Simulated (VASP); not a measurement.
# BN (Fmm2) in VASP: further runs, part 2 of 2

VASP 6.6.1. Earlier steps stand in the parts before.

### 3 Single point, LDA (all B atoms moved -0.100 Å, as atom 1 along Cartesian [0 0 1])

Contents of INCAR:

```
SYSTEM = BN
PREC     = Accurate       ! precision mode
ENCUT    = 600            ! plane-wave cutoff, eV
EDIFF    = 1E-6           ! SCF threshold, eV
ISMEAR   = 0              ! smearing method
SIGMA    = 0.05           ! smearing width, eV
LREAL    = .False.        ! projectors in reciprocal space
LASPH    = .True.         ! aspherical terms in the spheres
NELM     = 120            ! most SCF steps
ALGO     = Normal         ! electronic algorithm
ISIF     = 2              ! what is computed and relaxed
LWAVE    = .False.        ! write WAVECAR
LCHARG   = .False.        ! write CHGCAR
GGA      = CA             ! functional
NBANDS   = 11             ! bands
GGA_COMPAT= .False.
```

Contents of KPOINTS:

```
Automatic mesh
0
Gamma
  12 12 12
  0 0 0
```

Contents of POSCAR:

```
BN
1.0
    0.0000000000      3.4953158300      2.1660912400
    1.2516321000      0.0000000000      2.1660912400
    1.2516321000      3.4953158300      0.0000000000
B N
1 1
Direct
   -0.0230344035     -0.0230344035      1.0230344035
    0.6666513400      0.6666513400      0.3333486600
```

Potentials or basis: VASP PAW LDA potentials, release 64 (B, N).

Command:

```console
$ cat potpaw_LDA.64/B/POTCAR potpaw_LDA.64/N/POTCAR > POTCAR
$ mpirun -np 1 vasp_std > vasp.out
```

OUTCAR:

```text
SYSTEM = BN
   PREC = Accurate
   ENCUT = 600
   EDIFF = 1E-6
   ISMEAR = 0
   LREAL = .False.
   LASPH = .True.
   NELM = 120
   ISIF = 2
   GGA = CA

 ion  position               nearest neighbor table
   1  0.977  0.977  0.023-   2 1.34   2 1.50   2 1.50
   2  0.667  0.667  0.333-   1 1.34   1 1.50   1 1.50

  LATTYP: Found a face centered orthorhombic cell.
 ALAT       =     2.5032642000
 B/A-ratio  =     1.7306133647
 C/A-ratio  =     2.7926064137

  Lattice vectors:

 A1 = (   0.0000000000,   3.4953158300,   2.1660912400)
 A2 = (  -1.2516321000,   3.4953158300,   0.0000000000)
 A3 = (  -1.2516321000,   0.0000000000,   2.1660912400)

Analysis of symmetry for initial positions (statically):
=====================================================================
 Subroutine PRICEL returns:
 Original cell was already a primitive cell.

 Routine SETGRP: Setting up the symmetry group for a
 face centered orthorhombic supercell.

 Subroutine GETGRP returns: Found  4 space group operations
 (whereof  4 operations were pure point group operations)
 out of a pool of  8 trial point group operations.

The static configuration has the point symmetry C_2v.

Analysis of symmetry for dynamics (positions and initial velocities):
=====================================================================
 Subroutine PRICEL returns:
 Original cell was already a primitive cell.

 Routine SETGRP: Setting up the symmetry group for a
 face centered orthorhombic supercell.

 Subroutine GETGRP returns: Found  4 space group operations
 (whereof  4 operations were pure point group operations)
 out of a pool of  8 trial point group operations.

The dynamic configuration has the point symmetry C_2v.

 Subroutine INISYM returns: Found  4 space group operations
 (whereof  4 operations are pure point group operations),
 and found     1 'primitive' translations

----------------------------------------------------------------------------------------

                                     Primitive cell

  volume of cell :      18.9526

  direct lattice vectors                    reciprocal lattice vectors
     0.000000000  3.495315830  2.166091240    -0.399478409  0.143048590  0.230830535
     1.251632100  0.000000000  2.166091240     0.399478409 -0.143048590  0.230830535
     1.251632100  3.495315830  0.000000000     0.399478409  0.143048590 -0.230830535

  length of vectors
     4.112077822  2.501706252  3.712656147     0.483041027  0.483041027  0.483041027

  position of ions in fractional coordinates (direct lattice)
     0.976965597  0.976965597  0.023034403
     0.666651340  0.666651340  0.333348660

  ion indices of the primitive-cell ions
   primitive index   ion index
                 1           1
                 2           2

----------------------------------------------------------------------------------------

 KPOINTS: Automatic mesh

Automatic generation of k-mesh.
 Grid dimensions read from file:
 generate k-points for:   12   12   12

 Generating k-lattice:

  Cartesian coordinates                     Fractional coordinates (reciprocal lattice)
    -0.033289867  0.011920716  0.019235878     0.083333333  0.000000000  0.000000000
     0.033289867 -0.011920716  0.019235878     0.000000000  0.083333333  0.000000000
     0.033289867  0.011920716 -0.019235878     0.000000000  0.000000000  0.083333333

  Length of vectors
     0.040253419  0.040253419  0.040253419

  Shift w.r.t. Gamma in fractional coordinates (k-lattice)
     0.000000000  0.000000000  0.000000000

 Subroutine IBZKPT returns following result:
 ===========================================

 Found    280 irreducible k-points:

 Following reciprocal coordinates:
            Coordinates               Weight
  0.000000  0.000000  0.000000      1.000000
  0.083333  0.000000 -0.000000      8.000000
  0.166667  0.000000 -0.000000      8.000000
  0.250000  0.000000  0.000000      8.000000
  0.333333  0.000000  0.000000      8.000000
  0.416667  0.000000 -0.000000      8.000000
[... 16 lines left out ...]
  0.500000  0.166667  0.000000      8.000000
 -0.416667  0.166667  0.000000      8.000000
 [... further k-points ...]
   k-points           NKPTS =    280   k-points in BZ     NKDIM =    280   number of bands    NBANDS=     11
   number of dos      NEDOS =    301   number of ions     NIONS =      2
   total plane-waves  NPLWV =  21600
   dimension x,y,z NGX =    36 NGY =   20 NGZ =   30
   dimension x,y,z NGXF=    72 NGYF=   40 NGZF=   60
   ions per type =               1   1
   NGX,Y,Z   is equivalent  to a cutoff of  14.55, 13.29, 13.43 a.u.
   NGXF,Y,Z  is equivalent  to a cutoff of  29.11, 26.58, 26.87 a.u.
 SYSTEM =  BN
   PREC   = accura    normal or accurate (medium, high low for compatibility)
   ISTART =      0    job   : 0-new  1-cont  2-samecut
   ICHARG =      2    charge: 1-file 2-atom 10-const
   ISPIN  =      1    spin polarized calculation?
   LNONCOLLINEAR =      F non collinear calculations
   LSORBIT =      F    spin-orbit coupling
   LASPH  =      T    aspherical Exc in radial PAW
   ENCUT  =  600.0 eV  44.10 Ry    6.64 a.u.   8.21  5.00  7.42*2*pi/ulx,y,z
   NELM   =    120;   NELMIN=  2; NELMDL= -5     # of ELM steps
   EDIFF  = 0.1E-05   stopping-criterion for ELM
   LREAL  =      F    real-space projection
   EDIFFG = 0.1E-04   stopping-criterion for IOM
   NSW    =      0    number of steps for IOM
   IBRION =     -1    ionic relax: 0-MD 1-quasi-New 2-CG
   NFREE  =      0    steps in history (QN), initial steepest desc. (CG)
   ISIF   =      2    stress and relaxation
   ISYM   =      2    0-nonsym 1-usesym 2-fastsym
   POTIM  = 0.5000    time-step for ionic-motion
   TEBEG  =    0.0;   TEEND  =   0.0 temperature during run
   PSTRESS=    0.0 pullay stress
   NELECT =       8.0000    total number of electrons
   NUPDOWN=      -1.0000    fix difference up-down
   EMIN   =  10.00;   EMAX   =-10.00  energy-range for DOS
   EFERMI =   0.00;   METHOD = LEGACY
   ISMEAR =     0;   SIGMA  =   0.05  broadening in eV -4-tet -1-fermi 0-gaus
   EFERMI_NEDOS =   21; number of points for ismear=-14 and -15
   IALGO  =     38    algorithm
   IMIX   =      4    mixing-type and parameters
     AMIX     =   0.40;   BMIX     =  1.00
     AMIX_MAG =   1.60;   BMIX_MAG =  1.00
  volume/ion in A,a.u.               =       9.48        63.95
  Fermi-wavevector in a.u.,A,eV,Ry     =   1.228047  2.320672 20.518928  1.508099
  Thomas-Fermi vector in A             =   2.362987
   LORBIT       =      0    0 simple, 1 ext, 2 COOP (PROOUT), +10 PAW based schemes
   GGA     = CA    functional components
   LHFCALC =     F    Hartree Fock is set to
   AEXX    =    0.0000 exact exchange contribution
   IVDW    =     0    specifies the selected vdW correction
   LEPSILON=     F    determine dielectric tensor
   LRPA    =     F    only Hartree local field effects (RPA)
 non-spin polarized calculation
 Gauss-broadening in eV      SIGMA  =   0.05
  energy-cutoff  :      600.00
  volume of cell :       18.95
 maximum number of plane-waves:       650
 NGX is ok and might be reduce to    36
   NGX = 17   NGY =  9   NGZ = 15

 number of electron       8.0000000 magnetization

 Free energy of the ion-electron system (eV)
  ---------------------------------------------------
  ext. energy  EPLUGINS =         0.00000000
  ---------------------------------------------------
  free energy    TOTEN  =       -19.05239793 eV

  energy without entropy =      -19.05239793  energy(sigma->0) =      -19.05239793

 E-fermi :   2.1687     XC(G=0): -10.2001

 val. band max:        1.8281737031   @ k =   0.5000  -0.4167   0.0833
 cond. band min:       4.8313351207   @ k =   0.0000   0.5000   0.5000
 fundamental gap:      3.0031614175
 Fermi energy:         2.1686914437

 k-point     1 :       0.0000    0.0000    0.0000
  band No.  band energies     occupation
      1     -15.8282      2.00000
      2      -2.7059      2.00000
      3      -0.7179      2.00000
      4       1.5396      2.00000
      5       6.3487      0.00000
      6      11.8026      0.00000
      7      14.6257      0.00000
      8      14.7238      0.00000
      9      16.5451      0.00000
     10      27.1134      0.00000
     11      27.7271      0.00000
[... 309 lines left out ...]
 k-point    24 :      -0.4167    0.1667    0.0000
  band No.  band energies     occupation
      1     -12.3587      2.00000
      2      -6.7383      2.00000
      3      -3.8473      2.00000
      4       0.9689      2.00000
      5       6.7886      0.00000
      6      12.7673      0.00000
      7      14.7717      0.00000
      8      16.5262      0.00000
      9      19.7043      0.00000
     10      22.4786      0.00000
     11      24.0576      0.00000

 [... further k-points ...]
[... 5 lines left out ...]
  --------------------------------------------------------------------------------------
  -------------------------------------------------------------------------------------
  Total       -1.3944580     -0.1474427      1.5814533      0.0000000      0.0000000      0.0000000
  in kB     -117.8816353    -12.4641864    133.6894362      0.0000000      0.0000000      0.0000000
  external PRESSURE =       1.1145382 kB  Pullay stress =       0.0000000 kB

 VOLUME and BASIS-vectors are now :
 -----------------------------------------------------------------------------
  energy-cutoff  :      600.00
  volume of cell :       18.95
      direct lattice vectors                 reciprocal lattice vectors
     0.000000000  3.495315830  2.166091240    -0.399478409  0.143048590  0.230830535
     1.251632100  0.000000000  2.166091240     0.399478409 -0.143048590  0.230830535
     1.251632100  3.495315830  0.000000000     0.399478409  0.143048590 -0.230830535

 POSITION                                       TOTAL-FORCE (eV/Angst)
 -----------------------------------------------------------------------------------
      1.25163      3.49532      4.23239         0.000000      0.000000      4.815625
      1.25163      3.49532      2.88806         0.000000      0.000000     -4.815625
 -----------------------------------------------------------------------------------
    total drift:                                0.000003     -0.000001     -0.000490

  FREE ENERGIE OF THE ION-ELECTRON SYSTEM (eV)
  ---------------------------------------------------
  free  energy   TOTEN  =       -19.0523979331 eV

  energy  without entropy=      -19.0523979331  energy(sigma->0) =      -19.05239793
```

It took 26 s on 1 thread of Intel Xeon 6975P-C (Granite Rapids), shared host; peak memory 0.18 GiB.

Results:

| Quantity | Value |
| --- | --- |
| Free energy | -19.0524 eV |
| Pressure | 0.1 GPa |
| Largest force | 4.816 eV/Å |
| Band gap on the k mesh | 3.00 eV, indirect (least direct gap 4.11 eV) |

Forces on the atoms (eV/Å):
```
B    0.000  0.000  4.816
N    0.000  0.000 -4.816
```

Caveat: the cell differs from its parent crystal (all B atoms moved -0.100 Å, as atom 1 along Cartesian [0 0 1]); forces of over 1 eV/Å act on the atoms, so gaps and moduli don't describe the material at rest. A k mesh can miss the band edges.

### 4 Single point, LDA (all B atoms moved +0.050 Å, as atom 1 along Cartesian [0 0 1])

Contents of INCAR:

```
SYSTEM = BN
PREC     = Accurate       ! precision mode
ENCUT    = 600            ! plane-wave cutoff, eV
EDIFF    = 1E-6           ! SCF threshold, eV
ISMEAR   = 0              ! smearing method
SIGMA    = 0.05           ! smearing width, eV
LREAL    = .FALSE.        ! projectors in reciprocal space
LASPH    = .TRUE.         ! aspherical terms in the spheres
NELM     = 120            ! most SCF steps
ALGO     = Normal         ! electronic algorithm
ISIF     = 2              ! what is computed and relaxed
LWAVE    = .FALSE.        ! write WAVECAR
LCHARG   = .FALSE.        ! write CHGCAR
GGA      = CA             ! functional
NBANDS   = 11             ! bands
GGA_COMPAT= .FALSE.
```

Contents of KPOINTS:

```
regular mesh
0
G
  12 12 12
  0 0 0
```

POSCAR, as its differences from that of step 3:

```diff
@@ -8,3 +8,3 @@
 Direct
-   -0.0230344035     -0.0230344035      1.0230344035
+    0.0115901768      0.0115901768      0.9884098232
     0.6666513400      0.6666513400      0.3333486600
```

Potentials or basis: VASP PAW LDA potentials, release 64 (B, N).

Command:

```console
$ cat potpaw_LDA.64/B/POTCAR potpaw_LDA.64/N/POTCAR > POTCAR
$ mpirun -np 1 vasp_std > vasp.out
```

OUTCAR:

```text
SYSTEM = BN
   PREC = Accurate
   ENCUT = 600
   EDIFF = 1E-6
   ISMEAR = 0
   LREAL = .FALSE.
   LASPH = .TRUE.
   NELM = 120
   ISIF = 2
   GGA = CA

 ion  position               nearest neighbor table
   1  0.012  0.012  0.988-   2 1.42   2 1.42   2 1.49
   2  0.667  0.667  0.333-   1 1.42   1 1.42   1 1.49

  LATTYP: Found a face centered orthorhombic cell.
 ALAT       =     2.5032642000
 B/A-ratio  =     1.7306133647
 C/A-ratio  =     2.7926064137

  Lattice vectors:

 A1 = (   0.0000000000,   3.4953158300,   2.1660912400)
 A2 = (  -1.2516321000,   3.4953158300,   0.0000000000)
 A3 = (  -1.2516321000,   0.0000000000,   2.1660912400)

Analysis of symmetry for initial positions (statically):
=====================================================================
 Subroutine PRICEL returns:
 Original cell was already a primitive cell.

 Routine SETGRP: Setting up the symmetry group for a
 face centered orthorhombic supercell.

 Subroutine GETGRP returns: Found  4 space group operations
 (whereof  4 operations were pure point group operations)
 out of a pool of  8 trial point group operations.

The static configuration has the point symmetry C_2v.
[... 165 lines left out ...]
 cond. band min:       5.8555193103   @ k =   0.0000   0.5000   0.5000
 fundamental gap:      3.9991470940
 Fermi energy:         2.1607290874

 k-point     1 :       0.0000    0.0000    0.0000
  band No.  band energies     occupation
      1     -15.8169      2.00000
      2      -2.6753      2.00000
      3      -0.1671      2.00000
      4       0.9931      2.00000
      5       6.3536      0.00000
      6      12.4432      0.00000
      7      14.1072      0.00000
      8      14.6492      0.00000
      9      16.3746      0.00000
     10      27.1255      0.00000
     11      28.1852      0.00000
[... 309 lines left out ...]
 k-point    24 :      -0.4167    0.1667    0.0000
  band No.  band energies     occupation
      1     -12.3869      2.00000
      2      -6.8568      2.00000
      3      -3.5927      2.00000
      4       1.2525      2.00000
      5       6.2560      0.00000
      6      13.2018      0.00000
      7      14.9532      0.00000
      8      16.6147      0.00000
      9      19.9796      0.00000
     10      22.0698      0.00000
     11      23.7470      0.00000

 [... further k-points ...]
[... 5 lines left out ...]
  --------------------------------------------------------------------------------------
  -------------------------------------------------------------------------------------
  Total        0.1079784     -0.1633837     -1.0510787      0.0000000      0.0000000      0.0000000
  in kB        9.1280398    -13.8117720    -88.8537878      0.0000000      0.0000000      0.0000000
  external PRESSURE =     -31.1791734 kB  Pullay stress =       0.0000000 kB

 VOLUME and BASIS-vectors are now :
 -----------------------------------------------------------------------------
  energy-cutoff  :      600.00
  volume of cell :       18.95
      direct lattice vectors                 reciprocal lattice vectors
     0.000000000  3.495315830  2.166091240    -0.399478409  0.143048590  0.230830535
     1.251632100  0.000000000  2.166091240     0.399478409 -0.143048590  0.230830535
     1.251632100  3.495315830  0.000000000     0.399478409  0.143048590 -0.230830535

 POSITION                                       TOTAL-FORCE (eV/Angst)
 -----------------------------------------------------------------------------------
      1.25163      3.49532      0.05021         0.000000      0.000000     -1.892369
      1.25163      3.49532      2.88806         0.000000      0.000000      1.892369
 -----------------------------------------------------------------------------------
    total drift:                                0.000001     -0.000002      0.000192

  FREE ENERGIE OF THE ION-ELECTRON SYSTEM (eV)
  ---------------------------------------------------
  free  energy   TOTEN  =       -19.2333206116 eV

  energy  without entropy=      -19.2333206116  energy(sigma->0) =      -19.23332061
```

OSZICAR:

```text
N       E                     dE             d eps       ncg     rms          rms(c)
DAV:   1     0.153086480326E+02    0.15309E+02   -0.48812E+03  6200   0.751E+02
DAV:   2    -0.204307847174E+02   -0.35739E+02   -0.34220E+02  7421   0.160E+02
DAV:   3    -0.212699214795E+02   -0.83914E+00   -0.83751E+00  7520   0.222E+01
DAV:   4    -0.212724016031E+02   -0.24801E-02   -0.24801E-02  6838   0.148E+00
DAV:   5    -0.212724136443E+02   -0.12041E-04   -0.12041E-04  7482   0.866E-02    0.785E+00
DAV:   6    -0.194929473735E+02    0.17795E+01   -0.59098E+00  6565   0.133E+01    0.347E+00
DAV:   7    -0.192945553791E+02    0.19839E+00   -0.20387E-01  7186   0.332E+00    0.207E+00
DAV:   8    -0.192337101279E+02    0.60845E-01   -0.14990E-01  7147   0.230E+00    0.235E-01
DAV:   9    -0.192333145125E+02    0.39562E-03   -0.26669E-03  6772   0.427E-01    0.135E-01
DAV:  10    -0.192333172617E+02   -0.27492E-05   -0.21227E-04  7250   0.127E-01    0.217E-02
DAV:  11    -0.192333201526E+02   -0.28909E-05   -0.11017E-05  7188   0.222E-02    0.159E-02
DAV:  12    -0.192333206116E+02   -0.45903E-06   -0.23275E-06  6856   0.976E-03
   1 F= -.19233321E+02 E0= -.19233321E+02  d E =-.279556E-20
```

Wall time 26 s (1 thread of Intel Xeon 6975P-C (Granite Rapids), shared host); peak memory 0.18 GiB.

What came out:

- Free energy: -19.2333 eV
- Pressure: -3.1 GPa
- Largest force: 1.892 eV/Å
- Band gap on the k mesh: 4.00 eV, indirect (least direct gap 4.55 eV)

Forces on the atoms (eV/Å):
```
B    0.000  0.000 -1.892
N    0.000  0.000  1.892
```

Caveat: the cell differs from its parent crystal (all B atoms moved +0.050 Å, as atom 1 along Cartesian [0 0 1]); forces of over 1 eV/Å act on the atoms, so gaps and moduli don't describe the material at rest. A k mesh can miss the band edges.
